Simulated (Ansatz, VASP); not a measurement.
**Be: VASP beside Ansatz**

```
Be
1.0
     0.00000    2.14633    2.14633
     2.14633    0.00000    2.14633
     2.14633    2.14633    0.00000
Be
2
Direct
  0.87500 0.87500 0.87500
  0.12500 0.12500 0.12500
```

Alike in both runs: task relaxation of cell and atoms; functional PBE; k mesh 15 × 15 × 15; occupations fermi-dirac, width 0.1 eV; no spin polarisation.

|  | VASP | Ansatz |
| --- | --- | --- |
| version | VASP 6.6.1 | Ansatz 0.2.0 |
| potentials or method | VASP PAW PBE potentials, release 64 (Be) | PAW with Ansatz's default frozen-core files, scalar-relativistic |
| plane-wave cutoff (eV) | 600 | 420 |
| valence electrons in the cell | 4 | 4 |

```csv
,VASP,Ansatz,Ansatz less VASP
relaxed volume (Å³/atom),14.70,14.69,-0.012
relaxed length of the cell vector where the two differ most in proportion (Å),3.464,3.464,-0.0009
```

Noted on VASP's run: the volume moved by over 15 % at a fixed basis, so the end points are rough.
